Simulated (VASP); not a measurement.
RbCl (rocksalt type), 2 atoms in the cell. The structure is cubic, space group Fm-3m (No. 225). The conventional cell has a = 5.316 Å, b = 5.316 Å, c = 5.316 Å, α = 90.00°, β = 90.00°, γ = 90.00°. Rb (site symmetry m-3m) has 6 Cl at 2.66 Å within 3.5 Å. Within 3.5 Å of Cl (site symmetry m-3m) lie 6 Rb at 2.66 Å. 

```yaml
Program: VASP 6.6.1
Task: single point
Functional: PBE
Potentials_or_basis: VASP PAW PBE potentials, release 64 (Rb_sv, Cl)
Cutoff: 500 eV
k_mesh: 13 × 13 × 13
Occupations: fermi-dirac, width 0.1 eV
Spin: no spin polarisation
Dipole_correction: no
Further_INCAR_settings: ALGO = Normal; EDIFF = 1e-06; NBANDS = 15
```

Potentials or basis: VASP PAW PBE potentials, release 64 (Rb_sv, Cl).

Command:

```sh
$ cat potpaw_PBE.64/Rb_sv/POTCAR potpaw_PBE.64/Cl/POTCAR > POTCAR
$ mpirun -np 1 vasp_std > vasp.out
```

Hardware: 1 thread of Intel(R) Xeon(R) Platinum 8488C (Sapphire Rapids) (shared host).

Task: How long does it take, and how much memory?

Result: Run time: 31 s on 1 thread of Intel(R) Xeon(R) Platinum 8488C (Sapphire Rapids), on a shared host, peak memory 0.18 GiB. Counts: scf iterations 12, k points 84.
